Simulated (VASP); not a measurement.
Ti5C: single point with PBE

The system is Ti5C.

```xyz
6
Lattice="4.1199 0.0000 0.0000 -2.0600 3.5680 0.0000 0.0000 0.0000 6.2710" Properties=species:S:1:pos:R:3 pbc="T T T"
Ti    0.0000    2.3786    4.6296
Ti    2.0600    1.1893    4.6296
Ti    2.0600    1.1893    1.6414
Ti    0.0000    2.3786    1.6414
Ti    0.0000    0.0000    0.0000
C     0.0000    0.0000    3.1355
```

The cell was built from a structure type or drawn by symmetry, and may not be a known phase.

```json
{
 "Program": "VASP 6.6.1",
 "Task": "single point",
 "Functional": "PBE",
 "Potentials or basis": "VASP PAW PBE potentials, release 64 (Ti_sv, C)",
 "Cutoff": "520 eV",
 "k mesh": "6 × 6 × 4",
 "Occupations": "gaussian, width 0.1 eV",
 "Spin": "no spin polarisation",
 "Dipole correction": "no",
 "Further INCAR settings": "ALGO = Normal; EDIFF = 1e-07; NBANDS = 41"
}
```

* Pressure: -5.4 GPa
* Largest force: 0.092 eV/Å
* Band gap on the k mesh: zero (bands 32 and 33 overlap by 0.65 eV)

Forces on the atoms (eV/Å):
```
Ti   0.000  0.000 -0.092
Ti   0.000  0.000 -0.092
Ti   0.000  0.000  0.092
Ti   0.000  0.000  0.092
Ti   0.000  0.000  0.000
C    0.000  0.000  0.000
```

Stress tensor (GPa, compression positive):
```
  3.76   0.00   0.00
  0.00   3.76   0.00
  0.00   0.00 -23.68
```

Levels at points of the mesh, in eV from the Fermi level:
```tsv
k point	band 29	band 30	band 31	band 32	band 33	band 34	band 35	band 36
(0.00, 0.00, 0.00)	-0.96	-0.96	0.54	0.54	0.89	0.89	1.00	1.00
(0.50, 0.00, 0.00)	-1.04	-0.86	-0.18	-0.17	0.06	0.07	0.50	0.83
(0.00, 0.00, 0.50)	-0.48	-0.48	-0.13	-0.13	0.13	0.13	0.25	1.13
(0.50, 0.00, 0.50)	-0.88	-0.73	-0.64	-0.46	0.08	0.22	0.73	0.86
```

It took 51 s on 1 thread of Intel(R) Xeon(R) 6975P-C (Granite Rapids), with other jobs on the host, peak memory 0.23 GiB.

Caveat: the cell stands under tension.
